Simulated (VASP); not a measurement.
Set up this calculation in VASP 6.6.1, as the native input.

- Task: single point
- Functional: PBE
- Potentials or basis: VASP PAW PBE potentials, release 64 (Mg, O)
- Cutoff: 520 eV
- k mesh: 9 × 9 × 6
- Occupations: gaussian, width 0.05 eV
- Spin: no spin polarisation
- Dipole correction: no
- Further INCAR settings: ALGO = Normal; EDIFF = 1e-06; NBANDS = 16

The structure of MgO lies in POSCAR:

```
MgO
1.0
    3.6128627013      0.0000000000      0.0000000000
   -1.8064313507      3.1288308797      0.0000000000
    0.0000000000      0.0000000000      4.3495967573
Mg O
2 2
Direct
    0.6666666667      0.3333333333      0.7500000000
    0.3333333333      0.6666666667      0.2500000000
    0.6666666667      0.3333333333      0.2500000000
    0.3333333333      0.6666666667      0.7500000000
```

This cell differs from its parent crystal: volume 12.292 Å^3 an atom, c/a of the conventional cell 1.2039.

These files were run (other wordings do the same):

INCAR

```
SYSTEM = MgO
ALGO = Normal
EDIFF = 1E-6
ENCUT = 520
GGA = PE
ISIF = 2
ISMEAR = 0
LASPH = .TRUE.
LCHARG = .TRUE.
LELF = .TRUE.
LREAL = .FALSE.
LVHAR = .TRUE.
LWAVE = .FALSE.
NBANDS = 16
NELM = 80
PREC = Accurate
SIGMA = 0.05
```

KPOINTS

```
k-points
0
G
  9 9 6
  0 0 0
```

Potentials or basis: VASP PAW PBE potentials, release 64 (Mg, O).

Launch:

```sh
$ cat potpaw_PBE.64/Mg/POTCAR potpaw_PBE.64/O/POTCAR > POTCAR
$ mpirun -np 1 vasp_std > vasp.out
```

It gave:

```json
{"Pressure": "-8.7 GPa", "Band gap on the k mesh": "2.88 eV, direct"}
```

It took 23 s on 1 thread of Intel(R) Xeon(R) Platinum 8559C (Emerald Rapids), with other jobs on the host, peak memory 0.18 GiB.
